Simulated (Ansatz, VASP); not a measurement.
Two plane-wave programs on AlN

File POSCAR:

```
AlN
1.0
    0.0000000000      2.1848764855      2.1848764855
    2.1848764855      0.0000000000      2.1848764855
    2.1848764855      2.1848764855      0.0000000000
Al N
1 1
Direct
    0.0000000000      0.0000000000      0.0000000000
    0.7500000000      0.7500000000      0.7500000000
```

INCAR.step1

```
SYSTEM = AlN
  ALGO = Normal
  EDIFF = 1E-5
  ENCUT = 520
  GGA = PE
  ISIF = 2
  ISMEAR = 0
  LASPH = .True.
  LREAL = .False.
  LWAVE = .True.
  NBANDS = 11
  NELM = 60
  PREC = Accurate
  SIGMA = 0.01
```

File INCAR.step2:

```
SYSTEM = AlN
  ALGO = Normal
  EDIFF = 1E-7
  ENCUT = 520
  GGA = PE
  HFSCREEN = 0.2079
  ISIF = 2
  ISMEAR = 0
  ISTART = 1
  LASPH = .True.
  LCHARG = .True.
  LELF = .True.
  LHFCALC = .True.
  LREAL = .False.
  LVHAR = .True.
  LWAVE = .False.
  NBANDS = 11
  NELM = 60
  PREC = Accurate
  PRECFOCK = Normal
  SIGMA = 0.01
```

KPOINTS

```
k-points
0
Gamma
  4 4 4
  0 0 0
```

Input for Ansatz:

```yaml
crystal:
  lattice:
    - [0.0, 2.1848764855, 2.1848764855]
    - [2.1848764855, 0.0, 2.1848764855]
    - [2.1848764855, 2.1848764855, 0.0]
  atoms:
    - { symbol: Al, position: [0.0, 0.0, 0.0] }
    - { symbol: "N", position: [0.75, 0.75, 0.75] }
kpoints:
  mp_grid: { grid: [4, 4, 4] }
hamiltonian:
  xc: hse06
scf:
  occupations: { method: fixed }
  n_extra_bands: 4
output:
  forces: true
  stress: true
  eigenvalues: true
  write_density: true
  write_potential: true
  elf: true
  volumetric_format: npy
```

Alike in both runs: task single point; functional HSE06; k mesh 4 × 4 × 4; no spin polarisation.

|  | VASP | Ansatz |
| --- | --- | --- |
| version | VASP 6.6.1 | Ansatz 0.2.0 |
| potentials or method | VASP PAW PBE potentials, release 64 (Al, N) | plane waves, PAW |
| plane-wave cutoff (eV) | 520 | 420 |
| occupations | gaussian, width 0.01 eV | fixed |
| valence electrons in the cell | 8 | 8 |

Ansatz gave:

| Quantity | Value |
| --- | --- |
| gap on the k mesh at the Fermi level (eV) | 4.55 |
| pressure (GPa) | -0.6 |

Q: Which values does VASP return?

A: gap on the k mesh at the Fermi level (eV): 4.55; pressure (GPa): -0.8.

Ansatz's warnings: stress exchange threshold loose, stress scf threshold loose.

The k mesh is coarse, so the values compare programs but aren't converged.
